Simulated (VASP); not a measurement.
Al3BiO3: single point with PBE

The system is Al3BiO3.

```xyz
14
Lattice="-0.0017 0.0006 3.1182 10.2400 0.0032 -0.0039 -5.1216 7.8513 -0.0002" Properties=species:S:1:pos:R:3 pbc="T T T"
Al    2.5976    6.6152    0.7755
Al    7.8735    1.5982    2.3339
Al    0.1901    2.8071    0.7779
Al    2.5172    1.2391    2.3386
Al    4.9283    5.0482    2.3345
Al   -2.7573    6.2573    0.7785
Bi    5.1356    2.3349    2.3413
Bi   -0.0199    5.5195    0.7800
O     2.7506    7.6143    2.3343
O     8.7927    1.9936    0.7764
O     0.9410    2.1804    2.3390
O     2.3651    0.2410    0.7796
O     4.1767    5.6754    0.7733
O    -3.6745    5.8613    2.3360
```

```yaml
Program: VASP 6.6.1
Task: single point
Functional: PBE
Potentials_or_basis: VASP PAW PBE potentials, release 64 (Al, Bi_d, O)
Cutoff: 520 eV
k_mesh: 8 × 3 × 3
Occupations: gaussian, width 0.2 eV
Spin: no spin polarisation
```

```
Pressure               : -0.1 GPa
Largest force          : 0.037 eV/Å
Band gap on the k mesh : zero (bands 42 and 43 overlap by 0.61 eV)
```

Forces on the atoms (eV/Å):
```
Al   0.009  0.021 -0.005
Al   0.000 -0.023  0.012
Al  -0.007  0.008  0.020
Al   0.017 -0.018  0.000
Al  -0.015 -0.009 -0.021
Al   0.014  0.021 -0.011
Bi   0.011  0.009  0.000
Bi  -0.010 -0.004 -0.001
O    0.000 -0.018  0.000
O   -0.028  0.018 -0.017
O    0.020  0.002 -0.017
O   -0.005  0.011 -0.003
O   -0.027  0.000  0.024
O    0.020 -0.018  0.018
```

Stress tensor (GPa, compression positive):
```
-0.15 -0.01  0.00
-0.01 -0.12  0.00
 0.00  0.00 -0.02
```

Levels at points of the mesh, in eV from the Fermi level:
```csv
k point,band 39,band 40,band 41,band 42,band 43,band 44,band 45,band 46
"(0.00, 0.00, 0.00)",-3.55,-3.53,-1.81,0.07,0.82,0.86,1.04,1.64
"(0.50, 0.00, 0.00)",-2.78,-2.78,-2.32,-2.32,1.09,1.09,1.38,1.38
```

Run time: 14 min on 1 thread of Oxide Virtual Turin-like Processor (shared host), peak memory 0.56 GiB.

Caveat: spin-orbit coupling is left out, which moves the levels of the heavy elements.
